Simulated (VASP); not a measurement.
Input of a VASP 6.6.1 run:

INCAR

```
PREC     = Accurate       # precision mode
ENCUT    = 520            # plane-wave cutoff, eV
EDIFF    = 1E-6           # SCF threshold, eV
ISMEAR   = 0              # smearing method
SIGMA    = 0.1            # smearing width, eV
LREAL    = F              # projectors in reciprocal space
LASPH    = T              # aspherical terms in the spheres
NELM     = 100            # most SCF steps
ALGO     = Normal         # electronic algorithm
ISIF     = 2              # what is computed and relaxed
LWAVE    = F              # write WAVECAR
LCHARG   = F              # write CHGCAR
GGA      = PE             # functional
NBANDS   = 34             # bands
```

The input KPOINTS:

```
Automatic mesh
0
Gamma
  12 12 4
```

The input POSCAR:

```
Ga3I2
1.0
    5.4107590322      0.0000000000      0.0000000000
   -2.7053795161      4.6858547756      0.0000000000
    0.0000000000      0.0000000000      8.9649626788
Ga I
3 2
Direct
    0.4997394887      0.9994789772      0.5000000000
    0.0005210228      0.5002605113      0.5000000000
    0.4997394887      0.5002605113      0.5000000000
    0.6666666667      0.3333333333      0.2001649416
    0.6666666667      0.3333333333      0.7998350584
```

Potentials or basis: VASP PAW PBE potentials, release 64 (Ga_d, I).

Command:

```bash
$ cat potpaw_PBE.64/Ga_d/POTCAR potpaw_PBE.64/I/POTCAR > POTCAR
$ mpirun -np 1 vasp_std > vasp.out
```

Predict the band gap on the k mesh.

zero (an odd number of electrons rules out a gap without spin polarisation).

Predict the pressure.

0.0 GPa.

Forces in eV/Å, atoms in the order of the input:
```
Ga   0.000  0.000  0.000
Ga   0.000  0.000  0.000
Ga   0.000  0.000  0.000
I    0.000  0.000 -0.005
I    0.000  0.000  0.005
```

Caveat: spin-orbit coupling is left out, which moves the levels of the heavy elements; this functional lacks dispersion, which binds the layers, so the pressure and a relaxed spacing across them are unreliable; an odd number of electrons without spin polarisation forces a metal; a magnetic or distorted state may lie lower.
